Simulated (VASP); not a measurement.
A run of VASP 6.6.1 is set up as follows.

Contents of INCAR:

```
PREC     = Accurate       # precision mode
ENCUT    = 500            # plane-wave cutoff, eV
EDIFF    = 1E-7           # SCF threshold, eV
ISMEAR   = -1             # smearing method
SIGMA    = 0.05           # smearing width, eV
LREAL    = False          # projectors in reciprocal space
LASPH    = True           # aspherical terms in the spheres
NELM     = 120            # most SCF steps
ALGO     = Normal         # electronic algorithm
ISIF     = 3              # what is computed and relaxed
LWAVE    = False          # write WAVECAR
LCHARG   = False          # write CHGCAR
GGA      = PE             # functional
IBRION   = 2              # ionic algorithm
NSW      = 80             # ionic steps
EDIFFG   = -0.01          # ionic threshold
GGA_COMPAT= False        
NELMIN   = 4
```

The input KPOINTS:

```
regular mesh
0
Gamma
  13 13 8
```

POSCAR

```
Sc
1.0
    3.3090000000      0.0000000000      0.0000000000
   -1.6545000000      2.8656780611      0.0000000000
    0.0000000000      0.0000000000      5.2733000000
Sc
2
Direct
    0.3333333333      0.6666666667      0.2500000000
    0.6666666667      0.3333333333      0.7500000000
```

Potentials or basis: VASP PAW PBE potentials, release 64 (Sc_sv).

Command:

```console
$ cat potpaw_PBE.64/Sc_sv/POTCAR > POTCAR
$ mpirun -np 1 vasp_std > vasp.out
```

**Question.** What does it give for the band gap on the k mesh?

**Answer.** Zero (bands 11 and 12 overlap by 1.47 eV).

**Question.** Predict the space group after relaxing (to 0.1 Å).

**Answer.** P6_3/mmc (No. 194).

**Question.** Predict the relaxed cell.

**Answer.** a = 3.320 Å, b = 3.320 Å, c = 5.170 Å, α = 90.00°, β = 90.00°, γ = 120.00°.

**Question.** Estimate the relaxed volume.

**Answer.** 24.67 Å³/atom.

The path:
```csv
step,energy change (eV),largest force (eV/Å),pressure (GPa),volume (Å³)
1,0.0000,0.0000,-0.68,50.00
2,-0.0045,0.0000,0.12,49.24
3,-0.0047,0.0000,0.31,49.07
4,-0.0054,0.0000,0.03,49.30
5,-0.0054,0.0000,-0.01,49.34
```
